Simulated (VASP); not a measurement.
Set up this calculation in VASP 6.6.1, as the native input.

- Task: single point
- Functional: PBE
- Potentials or basis: VASP PAW PBE potentials, release 64 (B, N)
- Cutoff: 600 eV
- k mesh: 12 × 12 × 12
- Occupations: gaussian, width 0.02 eV
- Spin: no spin polarisation
- Dipole correction: no
- Further INCAR settings: ALGO = Normal; EDIFF = 1e-06; NBANDS = 11

The structure of BN lies in POSCAR:

```
BN
1.0
    0.0000000000      1.8708330531      1.8708330531
    1.8708330531      0.0000000000      1.8708330531
    1.8708330531      1.8708330531      0.0000000000
B N
1 1
Direct
    0.0000000000      0.0000000000      0.0000000000
    0.7500000000      0.7500000000      0.7500000000
```

One way to write it, as run:

INCAR

```
PREC = Accurate
ENCUT = 600
EDIFF = 1E-6
ISMEAR = 0
SIGMA = 0.02
LREAL = F
LASPH = T
NELM = 120
ALGO = Normal
ISIF = 2
LWAVE = F
LCHARG = T
GGA = PE
LELF = T
LVHAR = T
NBANDS = 11
GGA_COMPAT = F
```

KPOINTS

```
Automatic mesh
0
Gamma
  12 12 12
```

Potentials or basis: VASP PAW PBE potentials, release 64 (B, N).

Launch:

```sh
$ cat potpaw_PBE.64/B/POTCAR potpaw_PBE.64/N/POTCAR > POTCAR
$ mpirun -np 1 vasp_std > vasp.out
```

Results of the run:

* Pressure: -29.9 GPa
* Band gap on the k mesh: 4.34 eV, indirect (least direct gap 8.33 eV)

It took 21 s on 1 thread of Intel Xeon 8259CL, on a shared host, peak memory 0.14 GiB.
